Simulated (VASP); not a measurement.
The system is BAs.

```
B As
1.0
     2.63233    0.00000    0.00000
     0.00000    2.63233    0.00000
     0.00000    0.00000    2.63233
B As
1 1
Cartesian
  0.0000 0.0000 0.0000
  1.3162 1.3162 1.3162
```

| Item | Value |
| --- | --- |
| Program | VASP 6.6.1 |
| Task | relaxation of cell and atoms |
| Functional | PBEsol |
| Potentials or basis | VASP PAW PBE potentials, release 64 (B, As) |
| Cutoff | 500 eV |
| k mesh | 8 × 8 × 8 |
| Occupations | fermi-dirac, width 0.03 eV |
| Spin | no spin polarisation |

At the start: pressure 66.1 GPa; volume 9.12 Å³/atom.

Task: Where does the relaxation end?

Result: Over 5 steps the energy falls by 476.2 meV/atom and the volume is 12.16 Å³/atom (+33.3 %); space group Pm-3m (No. 221, to 0.05 Å).

The path:
```csv
step,energy change (eV),largest force (eV/Å),pressure (GPa),volume (Å³)
1,0.0000,0.0000,66.15,18.24
2,-0.6241,0.0000,-14.30,30.09
3,-0.9523,0.0000,0.14,24.29
4,-0.9522,0.0000,-0.43,24.42
5,-0.9524,0.0000,0.02,24.32
```

Final structure:
```cif
data_structure
_symmetry_space_group_name_H-M 'P 1'
_symmetry_Int_Tables_number 1
_cell_length_a 2.8972
_cell_length_b 2.8972
_cell_length_c 2.8972
_cell_angle_alpha 90.000
_cell_angle_beta 90.000
_cell_angle_gamma 90.000
_cell_volume 24.32
loop_
_atom_site_label
_atom_site_type_symbol
_atom_site_fract_x
_atom_site_fract_y
_atom_site_fract_z
_atom_site_occupancy
B1 B 0.00000 0.00000 0.00000 1
As1 As 0.50000 0.50000 0.50000 1
```

Caveat: the volume moved by over 15 % at a fixed basis, so the end points are rough; the PAW data sets were made with another functional, which shifts forces and pressure a little.
